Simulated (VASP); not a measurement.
# Al2Cu (Pmm2) in VASP: single point with PBEsol

Aim: the single point of Al2Cu with PBEsol.

All numbers are computed with VASP 6.6.1; they aren't measurements. Logs are shortened: lines on timing, memory, paths and dates and some standing lists are left out, and cuts for length are marked.

### Step 1. The cell of the first run

It takes space group Pmm2 (No. 25, orthorhombic). Conventional cell: a = 2.846 Å, b = 4.084 Å, c = 4.084 Å, α = 90.00°, β = 90.00°, γ = 90.00°. Within 3.3 Å of Al (site symmetry mm2) lie 4 Cu at 2.49 Å and 6 Al at 2.84 to 2.93 Å. Al (site symmetry mm2) has 4 Cu at 2.44 to 2.54 Å and 6 Al at 2.84 to 2.93 Å within 3.2 Å. Within 3.2 Å of Cu (site symmetry mm2) lie 8 Al at 2.44 to 2.54 Å and 2 Cu at 2.85 Å.

### Step 2. Single point, PBEsol (atoms displaced along a vibrational mode)

The input, INCAR:

```
SYSTEM = Al2Cu
  ALGO = Fast
  EDIFF = 1E-6
  ENCUT = 520
  GGA = PS
  ISIF = 2
  ISMEAR = 0
  LASPH = .TRUE.
  LCHARG = .TRUE.
  LELF = .TRUE.
  LREAL = .FALSE.
  LVHAR = .TRUE.
  LWAVE = .FALSE.
  NBANDS = 26
  NELM = 100
  PREC = Accurate
  SIGMA = 0.15
```

The input, KPOINTS:

```
k-points
0
G
  12 10 10
  0 0 0
```

The input, POSCAR:

```
Al2Cu
1.0
    4.0841721965      0.0000000000      0.0000000000
    0.0000000000      4.0841721965      2.8463947513
    0.0000000000     -4.0841721965      2.8463947513
Al Cu
4 2
Direct
    0.5000000000      0.7485522281      0.7514477719
    0.5000000000      0.2485522281      0.2514477719
    0.0000000000      0.5061211915     -0.0061211915
    0.0000000000      0.0061211915      0.4938788085
    0.0000000000     -0.0019843271      1.0019843271
    0.0000000000      0.4980156729      0.5019843271
```

Potentials or basis: VASP PAW PBE potentials, release 64 (Al, Cu).

On the command line:

```
$ cat potpaw_PBE.64/Al/POTCAR potpaw_PBE.64/Cu/POTCAR > POTCAR
$ mpirun -np 1 vasp_std > vasp.out
```

OUTCAR:

```text
SYSTEM = Al2Cu
   EDIFF = 1E-6
   ENCUT = 520
   GGA = PS
   ISIF = 2
   ISMEAR = 0
   LASPH = .TRUE.
   LREAL = .FALSE.
   NELM = 100
   PREC = Accurate

 ion  position               nearest neighbor table
   1  0.500  0.749  0.751-   5 2.49   6 2.49   5 2.49   6 2.49   3 2.84   3 2.84   2 2.85   2 2.85
                             4 2.93   4 2.93
   2  0.500  0.249  0.251-   5 2.49   6 2.49   5 2.49   6 2.49   4 2.84   4 2.84   1 2.85   1 2.85
                             3 2.93   3 2.93
   3  0.000  0.506  0.994-   5 2.44   6 2.44   6 2.54   5 2.54   1 2.84   1 2.84   4 2.85   4 2.85
                             2 2.93   2 2.93
   4  0.000  0.006  0.494-   5 2.44   6 2.44   5 2.54   6 2.54   2 2.84   2 2.84   3 2.85   3 2.85
                             1 2.93   1 2.93
   5  0.000  0.998  0.002-   3 2.44   4 2.44   1 2.49   2 2.49   1 2.49   2 2.49   3 2.54   4 2.54

   6  0.000  0.498  0.502-   3 2.44   4 2.44   1 2.49   2 2.49   1 2.49   2 2.49   4 2.54   3 2.54

  LATTYP: Found a base centered orthorhombic cell.
 ALAT       =     5.6927895026
 B/A-ratio  =     1.4348579706
 C/A-ratio  =     0.7174289853

  Lattice vectors:

 A1 = (   0.0000000000,   4.0841721965,   2.8463947513)
 A2 = (   0.0000000000,  -4.0841721965,   2.8463947513)
 A3 = (   4.0841721965,   0.0000000000,   0.0000000000)

Analysis of symmetry for initial positions (statically):
=====================================================================
 Subroutine PRICEL returns following result:

  LATTYP: Found a simple tetragonal cell.
 ALAT       =     4.0841721965
 C/A-ratio  =     0.6969330906

  Lattice vectors:

 A1 = (  -4.0841721965,   0.0000000000,   0.0000000000)
 A2 = (   0.0000000000,  -4.0841721965,   0.0000000000)
 A3 = (   0.0000000000,   0.0000000000,   2.8463947513)

   2 primitive cells build up your supercell.

 Routine SETGRP: Setting up the symmetry group for a
 base centered orthorhombic supercell.

 Subroutine GETGRP returns: Found  4 space group operations
 (whereof  4 operations were pure point group operations)
 out of a pool of  8 trial point group operations.

The static configuration has the point symmetry C_2v.

Analysis of symmetry for dynamics (positions and initial velocities):
=====================================================================
 Subroutine PRICEL returns following result:

  LATTYP: Found a simple tetragonal cell.
 ALAT       =     4.0841721965
 C/A-ratio  =     0.6969330906

  Lattice vectors:

 A1 = (  -4.0841721965,   0.0000000000,   0.0000000000)
 A2 = (   0.0000000000,  -4.0841721965,   0.0000000000)
 A3 = (   0.0000000000,   0.0000000000,   2.8463947513)

   2 primitive cells build up your supercell.

 Routine SETGRP: Setting up the symmetry group for a
 base centered orthorhombic supercell.

 Subroutine GETGRP returns: Found  4 space group operations
 (whereof  4 operations were pure point group operations)
 out of a pool of  8 trial point group operations.

The dynamic configuration has the point symmetry C_2v.

 Subroutine INISYM returns: Found  4 space group operations
 (whereof  4 operations are pure point group operations),
 and found     2 'primitive' translations

----------------------------------------------------------------------------------------

                                     Primitive cell

  volume of cell :      47.4792

  direct lattice vectors                    reciprocal lattice vectors
    -4.084172196  0.000000000  0.000000000    -0.244847659  0.000000000  0.000000000
     0.000000000 -4.084172196  0.000000000     0.000000000 -0.244847659  0.000000000
     0.000000000  0.000000000  2.846394751     0.000000000  0.000000000  0.351321615

  length of vectors
     4.084172196  4.084172196  2.846394751     0.244847659  0.244847659  0.351321615

  position of ions in fractional coordinates (direct lattice)
     0.500000000  0.002895544  0.500000000
     0.000000000  0.487757617  0.500000000
     0.000000000  0.003968654  0.000000000

  ion indices of the primitive-cell ions
   primitive index   ion index
                 1           1
                 2           3
                 3           5

----------------------------------------------------------------------------------------

 KPOINTS: k-points

Automatic generation of k-mesh.
 Grid dimensions read from file:
 generate k-points for:   12   10   10

 Generating k-lattice:

  Cartesian coordinates                     Fractional coordinates (reciprocal lattice)
     0.020403972  0.000000000  0.000000000     0.083333333  0.000000000  0.000000000
     0.000000000  0.012242383  0.017566081     0.000000000  0.100000000  0.000000000
     0.000000000 -0.012242383  0.017566081     0.000000000  0.000000000  0.100000000

  Length of vectors
     0.020403972  0.021411285  0.021411285

  Shift w.r.t. Gamma in fractional coordinates (k-lattice)
     0.000000000  0.000000000  0.000000000

 Subroutine IBZKPT returns following result:
 ===========================================

 Found    217 irreducible k-points:

 Following reciprocal coordinates:
            Coordinates               Weight
  0.000000  0.000000  0.000000      1.000000
  0.083333  0.000000  0.000000      2.000000
  0.166667  0.000000  0.000000      2.000000
  0.250000  0.000000  0.000000      2.000000
  0.333333  0.000000  0.000000      2.000000
  0.416667  0.000000  0.000000      2.000000
[... 16 lines left out ...]
  0.083333  0.300000 -0.000000      8.000000
  0.166667  0.300000 -0.000000      8.000000
 [... further k-points ...]
   k-points           NKPTS =    217   k-points in BZ     NKDIM =    217   number of bands    NBANDS=     26
   number of dos      NEDOS =    301   number of ions     NIONS =      6
   total plane-waves  NPLWV =  48000
   dimension x,y,z NGX =    30 NGY =   40 NGZ =   40
   dimension x,y,z NGXF=    60 NGYF=   80 NGZF=   80
   ions per type =               4   2
   NGX,Y,Z   is equivalent  to a cutoff of  12.21, 13.36, 13.36 a.u.
   NGXF,Y,Z  is equivalent  to a cutoff of  24.42, 26.72, 26.72 a.u.
 SYSTEM =  Al2Cu
   PREC   = accura    normal or accurate (medium, high low for compatibility)
   ISTART =      0    job   : 0-new  1-cont  2-samecut
   ICHARG =      2    charge: 1-file 2-atom 10-const
   ISPIN  =      1    spin polarized calculation?
   LNONCOLLINEAR =      F non collinear calculations
   LSORBIT =      F    spin-orbit coupling
   LASPH  =      T    aspherical Exc in radial PAW
   ENCUT  =  520.0 eV  38.22 Ry    6.18 a.u.   7.59  9.26  9.26*2*pi/ulx,y,z
   NELM   =    100;   NELMIN=  2; NELMDL= -5     # of ELM steps
   EDIFF  = 0.1E-05   stopping-criterion for ELM
   LREAL  =      F    real-space projection
   EDIFFG = 0.1E-04   stopping-criterion for IOM
   NSW    =      0    number of steps for IOM
   IBRION =     -1    ionic relax: 0-MD 1-quasi-New 2-CG
   NFREE  =      0    steps in history (QN), initial steepest desc. (CG)
   ISIF   =      2    stress and relaxation
   ISYM   =      2    0-nonsym 1-usesym 2-fastsym
   POTIM  = 0.5000    time-step for ionic-motion
   TEBEG  =    0.0;   TEEND  =   0.0 temperature during run
   PSTRESS=    0.0 pullay stress
   NELECT =      34.0000    total number of electrons
   NUPDOWN=      -1.0000    fix difference up-down
   EMIN   =  10.00;   EMAX   =-10.00  energy-range for DOS
   EFERMI =   0.00;   METHOD = LEGACY
   ISMEAR =     0;   SIGMA  =   0.15  broadening in eV -4-tet -1-fermi 0-gaus
   EFERMI_NEDOS =   21; number of points for ismear=-14 and -15
   IALGO  =     68    algorithm
   IMIX   =      4    mixing-type and parameters
     AMIX     =   0.40;   BMIX     =  1.00
     AMIX_MAG =   1.60;   BMIX_MAG =  1.00
  volume/ion in A,a.u.               =      15.83       106.80
  Fermi-wavevector in a.u.,A,eV,Ry     =   1.162492  2.196792 18.386753  1.351388
  Thomas-Fermi vector in A             =   2.299053
   LORBIT       =      0    0 simple, 1 ext, 2 COOP (PROOUT), +10 PAW based schemes
   GGA     = PS    functional components
   LHFCALC =     F    Hartree Fock is set to
   AEXX    =    0.0000 exact exchange contribution
   IVDW    =     0    specifies the selected vdW correction
   LEPSILON=     F    determine dielectric tensor
   LRPA    =     F    only Hartree local field effects (RPA)
 non-spin polarized calculation
 RMM-DIIS sequential band-by-band and
 Gauss-broadening in eV      SIGMA  =   0.15
  energy-cutoff  :      520.00
  volume of cell :       94.96
 maximum number of plane-waves:      2577
   NGX = 15   NGY = 19   NGZ = 19

 number of electron      33.9999997 magnetization

 Free energy of the ion-electron system (eV)
  ---------------------------------------------------
  ext. energy  EPLUGINS =         0.00000000
  ---------------------------------------------------
  free energy    TOTEN  =       -25.10188863 eV

  energy without entropy =      -25.08277791  energy(sigma->0) =      -25.09233327

 E-fermi :   7.3239     XC(G=0): -10.5919

 val. band max:        7.3054172888   @ k =   0.4167  -0.2000   0.1000
 cond. band min:       7.3263580436   @ k =   0.5000   0.2000   0.0000
 fundamental gap:      0.0209407548
 Fermi energy:         7.3238895395

 k-point     1 :       0.0000    0.0000    0.0000
  band No.  band energies     occupation
      1      -3.3785      2.00000
      2       1.3406      2.00000
      3       1.7809      2.00000
      4       2.0717      2.00000
      5       2.2301      2.00000
      6       2.2810      2.00000
[... 18 lines left out ...]
     25      13.5061      0.00000
     26      13.5850      0.00000

 k-point     2 :       0.0833    0.0000    0.0000
  band No.  band energies     occupation
      1      -3.3194      2.00000
      2       1.3591      2.00000
      3       1.7496      2.00000
      4       2.0781      2.00000
      5       2.1241      2.00000
      6       2.2667      2.00000
[... 18 lines left out ...]
     25      13.0111      0.00000
     26      13.4525      0.00000

 k-point     3 :       0.1667    0.0000    0.0000
  band No.  band energies     occupation
      1      -3.1438      2.00000
      2       1.4107      2.00000
      3       1.5968      2.00000
      4       1.9235      2.00000
      5       2.2298      2.00000
      6       2.2760      2.00000
[... 18 lines left out ...]
     25      12.1423      0.00000
     26      13.8704      0.00000

 k-point     4 :       0.2500    0.0000    0.0000
  band No.  band energies     occupation
      1      -2.8578      2.00000
      2       1.1789      2.00000
      3       1.4836      2.00000
      4       1.8060      2.00000
      5       2.2027      2.00000
      6       2.5072      2.00000
[... 18 lines left out ...]
     25      11.4672      0.00000
     26      14.1432      0.00000

 k-point     5 :       0.3333    0.0000    0.0000
  band No.  band energies     occupation
      1      -2.4778      2.00000
      2       0.5324      2.00000
      3       1.5596      2.00000
      4       1.7240      2.00000
      5       2.2034      2.00000
      6       2.7640      2.00000
[... 18 lines left out ...]
     25      12.8478      0.00000
     26      14.4937      0.00000

 k-point     6 :       0.4167    0.0000    0.0000
  band No.  band energies     occupation
      1      -2.0576      2.00000
      2      -0.1119      2.00000
      3       1.6183      2.00000
      4       1.6747      2.00000
      5       2.2141      2.00000
      6       2.7683      2.00000
[... 427 lines left out ...]
 k-point    21 :       0.5000    0.2000    0.0000
  band No.  band energies     occupation
      1      -1.5391      2.00000
      2      -0.2252      2.00000
      3       1.5579      2.00000
      4       1.5613      2.00000
      5       2.2645      2.00000
      6       2.7441      2.00000
[... 18 lines left out ...]
     25      13.2173      0.00000
     26      14.4638      0.00000

 k-point    22 :       0.0000    0.3000   -0.0000
  band No.  band energies     occupation
      1      -2.7694      2.00000
      2      -0.2230      2.00000
      3       1.5363      2.00000
      4       1.7952      2.00000
      5       2.3615      2.00000
      6       2.3965      2.00000
[... 18 lines left out ...]
     25      12.8730      0.00000
     26      12.9962      0.00000

 k-point    23 :       0.0833    0.3000   -0.0000
  band No.  band energies     occupation
      1      -2.7107      2.00000
      2      -0.1698      2.00000
      3       1.5586      2.00000
      4       1.7896      2.00000
      5       2.3486      2.00000
      6       2.3770      2.00000
[... 18 lines left out ...]
     25      13.0520      0.00000
     26      13.7159      0.00000

 k-point    24 :       0.1667    0.3000   -0.0000
  band No.  band energies     occupation
      1      -2.5360      2.00000
      2      -0.0128      2.00000
      3       1.6166      2.00000
      4       1.7313      2.00000
      5       2.3143      2.00000
      6       2.3185      2.00000
[... 18 lines left out ...]
     25      12.5245      0.00000
     26      14.3189      0.00000

 [... further k-points ...]
[... 5 lines left out ...]
  --------------------------------------------------------------------------------------
  -------------------------------------------------------------------------------------
  Total        0.2238655      0.0552005     -0.1954616      0.0000000      0.0000000      0.0000000
  in kB        3.7771528      0.9313654     -3.2979101      0.0000000      0.0000000      0.0000000
  external PRESSURE =       0.4702027 kB  Pullay stress =       0.0000000 kB

 VOLUME and BASIS-vectors are now :
 -----------------------------------------------------------------------------
  energy-cutoff  :      520.00
  volume of cell :       94.96
      direct lattice vectors                 reciprocal lattice vectors
     4.084172196  0.000000000  0.000000000     0.244847659  0.000000000  0.000000000
     0.000000000  4.084172196  2.846394751     0.000000000  0.122423829  0.175660807
     0.000000000 -4.084172196  2.846394751     0.000000000 -0.122423829  0.175660807

 POSITION                                       TOTAL-FORCE (eV/Angst)
 -----------------------------------------------------------------------------------
      2.04209     -0.01183      4.26959        -0.000000      0.147444      0.000000
      2.04209     -0.01183      1.42320        -0.000000      0.147444      0.000000
      0.00000     -1.99209      4.26959        -0.000000     -0.628372      0.000000
      0.00000     -1.99209      1.42320        -0.000000     -0.628372      0.000000
      0.00000      4.06796      2.84639         0.000000      0.480928      0.000000
      0.00000     -0.01621      2.84639        -0.000000      0.480928      0.000000
 -----------------------------------------------------------------------------------
    total drift:                               -0.000000      0.002771      0.000001

  FREE ENERGIE OF THE ION-ELECTRON SYSTEM (eV)
  ---------------------------------------------------
  free  energy   TOTEN  =       -25.1018886295 eV

  energy  without entropy=      -25.0827779116  energy(sigma->0) =      -25.09233327
```

Wall time 30 min (1 thread of Intel Xeon 8259CL, shared host); peak memory 0.51 GiB.

What came out:

- Free energy: -25.1019 eV
- Pressure: 0.0 GPa
- Largest force: 0.628 eV/Å
- Band gap on the k mesh: zero (bands 17 and 18 overlap by 3.33 eV)

Forces in eV/Å, atoms in the order of the input:
```
Al   0.000  0.147  0.000
Al   0.000  0.147  0.000
Al   0.000 -0.628  0.000
Al   0.000 -0.628  0.000
Cu   0.000  0.481  0.000
Cu   0.000  0.481  0.000
```

Stress tensor (GPa, compression positive):
```
 0.38  0.00  0.00
 0.00  0.09  0.00
 0.00  0.00 -0.33
```

Caveat: the cell differs from its parent crystal (atoms displaced along a vibrational mode); the PAW data sets were made with another functional, which shifts forces and pressure a little.

The gap in the log of VASP goes by the Fermi energy; the results here count the filled bands.